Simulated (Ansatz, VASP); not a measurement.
# KCl: VASP beside Ansatz

```
K Cl
1.0
     0.00000    3.10394    3.10394
     3.10394    0.00000    3.10394
     3.10394    3.10394    0.00000
K Cl
1 1
Direct
  0.00000 0.00000 0.00000
  0.50000 0.50000 0.50000
```

Alike in both runs: functional r2SCAN; k mesh 8 × 8 × 8; occupations fermi-dirac, width 0.02 eV; no spin polarisation.

Ansatz relaxed the structure, and its values are those at the end. VASP's run is a single point on that final structure, the one shown.

|  | VASP | Ansatz |
| --- | --- | --- |
| version | VASP 6.6.1 | Ansatz 0.2.0 |
| potentials or method | VASP PAW PBE potentials, release 64 (K_sv, Cl), cutoff 520 eV | PAW plane waves |
| valence electrons in the cell | 16 | 16 |

|  | VASP | Ansatz | Ansatz less VASP |
| --- | --- | --- | --- |
| gap on the k mesh at the Fermi level (eV) | 5.98 | 5.97 | -0.004 |
| pressure (GPa) | 0.9 | 0.9 | +0.01 |

VASP's potentials were made for PBE, not for r2SCAN. With one functional, cell and mesh, what is left measures potentials, basis and numerics. Ansatz's warnings: stress scf threshold loose.
